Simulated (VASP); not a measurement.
# MgO (P6_3mc) in VASP: notebook, part 2 of 2

VASP 6.6.1. Earlier steps stand in the parts before.

## Step 4: Single point, PBE0

Input file POSCAR:

```
MgO
1.0
    3.3077869865      0.0000000000      0.0000000000
   -1.6538934933      2.8646275606      0.0000000000
    0.0000000000      0.0000000000      4.9828816700
Mg O
2 2
Direct
    0.6666666667      0.3333333333      0.5021597400
    0.3333333333      0.6666666667      0.0021597400
    0.6666666667      0.3333333333      0.9024402600
    0.3333333333      0.6666666667      0.4024402600
```

Input file INCAR.step1:

```
SYSTEM = MgO
PREC = Accurate
ENCUT = 520
EDIFF = 1E-5
ISMEAR = -1
SIGMA = 0.05
LREAL = .False.
LASPH = .True.
NELM = 100
ALGO = Normal
ISIF = 2
LWAVE = .True.
LCHARG = .False.
GGA = PE
NBANDS = 16
```

Input file INCAR.step2:

```
SYSTEM = MgO
PREC = Accurate
ENCUT = 520
EDIFF = 1E-7
ISMEAR = -1
SIGMA = 0.05
LREAL = .False.
LASPH = .True.
NELM = 100
ALGO = Normal
ISIF = 2
LWAVE = .False.
LCHARG = .False.
GGA = PE
LHFCALC = .True.
AEXX = 0.25
PRECFOCK = Normal
ISTART = 1
NBANDS = 16
```

Input file KPOINTS:

```
regular mesh
0
Gamma
  6 6 4
  0 0 0
```

Potentials or basis: VASP PAW PBE potentials, release 64 (Mg, O).

Command:

```console
$ cat potpaw_PBE.64/Mg/POTCAR potpaw_PBE.64/O/POTCAR > POTCAR
$ cp INCAR.step1 INCAR
$ mpirun -np 1 vasp_std > vasp.out
$ cp INCAR.step2 INCAR
$ mpirun -np 1 vasp_std > vasp.out
```

OUTCAR:

```text
SYSTEM = MgO
   PREC = Accurate
   ENCUT = 520
   EDIFF = 1E-7
   ISMEAR = -1
   LREAL = .False.
   LASPH = .True.
   NELM = 100
   ISIF = 2
   GGA = PE
   LHFCALC = .True.
   AEXX = 0.25
   PRECFOCK = Normal
   ISTART = 1

 ion  position               nearest neighbor table
   1  0.667  0.333  0.502-   4 1.97   4 1.97   4 1.97   3 1.99   2 3.14   2 3.14   2 3.14   2 3.14
                             2 3.14   2 3.14
   2  0.333  0.667  0.002-   3 1.97   3 1.97   3 1.97   4 1.99   1 3.14   1 3.14   1 3.14   1 3.14
                             1 3.14   1 3.14
   3  0.667  0.333  0.902-   2 1.97   2 1.97   2 1.97   1 1.99
[... 607 lines left out ...]
  -------------------------------------------------------------------------------------
  Total       -0.2675823     -0.2675823     -0.1127792      0.0000000      0.0000000      0.0000000
  in kB       -9.0799141     -9.0799141     -3.8269561      0.0000000      0.0000000      0.0000000
  external PRESSURE =      -7.3289281 kB  Pullay stress =       0.0000000 kB

 VOLUME and BASIS-vectors are now :
 -----------------------------------------------------------------------------
  energy-cutoff  :      520.00
  volume of cell :       47.22
      direct lattice vectors                 reciprocal lattice vectors
     3.307786987  0.000000000  0.000000000     0.302316928  0.174542760  0.000000000
    -1.653893493  2.864627561  0.000000000     0.000000000  0.349085519  0.000000000
     0.000000000  0.000000000  4.982881670     0.000000000  0.000000000  0.200687086

 POSITION                                       TOTAL-FORCE (eV/Angst)
 -----------------------------------------------------------------------------------
      1.65389      0.95488      2.50220         0.000000      0.000000      0.031373
     -0.00000      1.90975      0.01076        -0.000000     -0.000000      0.031373
      1.65389      0.95488      4.49675         0.000000     -0.000000     -0.031373
     -0.00000      1.90975      2.00531        -0.000000     -0.000000     -0.031373
 -----------------------------------------------------------------------------------
    total drift:                                0.000000     -0.000000      0.000778

  FREE ENERGIE OF THE ION-ELECTRON SYSTEM (eV)
  ---------------------------------------------------
  free  energy   TOTEN  =       -29.1783140978 eV

  energy  without entropy=      -29.1783140978  energy(sigma->0) =      -29.17831410
```

OUTCAR.step1:

```text
SYSTEM = MgO
   PREC = Accurate
   ENCUT = 520
   EDIFF = 1E-5
   ISMEAR = -1
   LREAL = .False.
   LASPH = .True.
[... 626 lines left out ...]
     -0.00000      1.90975      0.01076         0.000000     -0.000000      0.008268
      1.65389      0.95488      4.49675        -0.000000     -0.000000     -0.008268
     -0.00000      1.90975      2.00531         0.000000      0.000000     -0.008268
 -----------------------------------------------------------------------------------
    total drift:                               -0.000000     -0.000000      0.000373

  FREE ENERGIE OF THE ION-ELECTRON SYSTEM (eV)
  ---------------------------------------------------
  free  energy   TOTEN  =       -23.5199349421 eV

  energy  without entropy=      -23.5199349421  energy(sigma->0) =      -23.51993494
```

OSZICAR.step1:

```text
N       E                     dE             d eps       ncg     rms          rms(c)
DAV:   1     0.601059864799E+02    0.60106E+02   -0.77350E+03   680   0.894E+02
DAV:   2    -0.237725357730E+02   -0.83879E+02   -0.77965E+02   936   0.194E+02
DAV:   3    -0.277693393836E+02   -0.39968E+01   -0.39901E+01   760   0.440E+01
DAV:   4    -0.277861778066E+02   -0.16838E-01   -0.16838E-01   792   0.331E+00
DAV:   5    -0.277862639522E+02   -0.86146E-04   -0.86146E-04   760   0.225E-01    0.117E+01
DAV:   6    -0.235739573821E+02    0.42123E+01   -0.12185E+01   672   0.261E+01    0.386E+00
DAV:   7    -0.235263043794E+02    0.47653E-01   -0.16671E-01   672   0.327E+00    0.220E+00
DAV:   8    -0.235215773000E+02    0.47271E-02   -0.95748E-02   688   0.337E+00    0.504E-01
DAV:   9    -0.235191514030E+02    0.24259E-02   -0.31955E-03   832   0.519E-01    0.171E-01
DAV:  10    -0.235199124533E+02   -0.76105E-03   -0.15040E-03   688   0.251E-01    0.301E-02
DAV:  11    -0.235199342574E+02   -0.21804E-04   -0.14949E-05   776   0.273E-02    0.204E-02
DAV:  12    -0.235199349421E+02   -0.68468E-06   -0.83639E-06   504   0.259E-02
   1 F= -.23519935E+02 E0= -.23519935E+02  d E =-.167266E-10
```

It took 19 min on 1 thread of Intel Xeon 6975P-C (Granite Rapids), shared host; peak memory 0.19 GiB.

What came out:

- Free energy: -29.1783 eV
- Pressure: -0.7 GPa
- Largest force: 0.031 eV/Å
- Band gap on the k mesh: 5.77 eV

Forces in eV/Å, atoms in the order of the input:
```
Mg   0.000  0.000  0.031
Mg   0.000  0.000  0.031
O    0.000  0.000 -0.031
O    0.000  0.000 -0.031
```

Levels at points of the mesh, in eV from the valence-band top:
| k point | band 4 | band 5 | band 6 | band 7 | band 8 | band 9 | band 10 | band 11 | band 12 | band 13 |
| --- | --- | --- | --- | --- | --- | --- | --- | --- | --- | --- |
| (0.00, 0.00, 0.00) | -0.87 | -0.87 | -0.48 | -0.48 | 0.00 | 5.77 | 11.06 | 13.07 | 16.75 | 16.75 |
| (0.50, 0.00, 0.00) | -2.37 | -1.91 | -1.45 | -0.90 | -0.58 | 10.23 | 10.57 | 11.77 | 13.45 | 15.66 |
| (0.00, 0.00, 0.50) | -2.14 | -0.68 | -0.68 | -0.68 | -0.68 | 8.41 | 8.41 | 15.92 | 15.92 | 17.24 |
| (0.50, 0.00, 0.50) | -3.38 | -1.04 | -1.04 | -0.79 | -0.79 | 9.80 | 9.80 | 13.55 | 13.55 | 16.37 |

Caveat: the PAW data sets were made with another functional, which shifts forces and pressure a little.

## Step 5: The runs side by side

```csv
level,k mesh,screening parameter,gap on the mesh (eV),pressure (GPa),largest force (eV/Å)
PBE-based screened hybrid with 25 % exact exchange,5 × 5 × 3,0.4 1/Å,4.60,-0.4,0.03
PBE-based screened hybrid with 25 % exact exchange,5 × 5 × 3,0.6 1/Å,4.26,0.0,0.03
PBE0,6 × 6 × 4,-,5.77,-0.7,0.03
```

Alike in all rows: task single point; potentials or basis VASP PAW PBE potentials, release 64 (Mg, O); no spin polarisation; cell as given; cutoff (eV) 520; smearing fermi-dirac 0.05 eV.

Caveats: some runs use coarse meshes; the PAW data sets were made with another functional, which shifts forces and pressure a little.

Absolute energies hang on the potentials; compare differences alone.
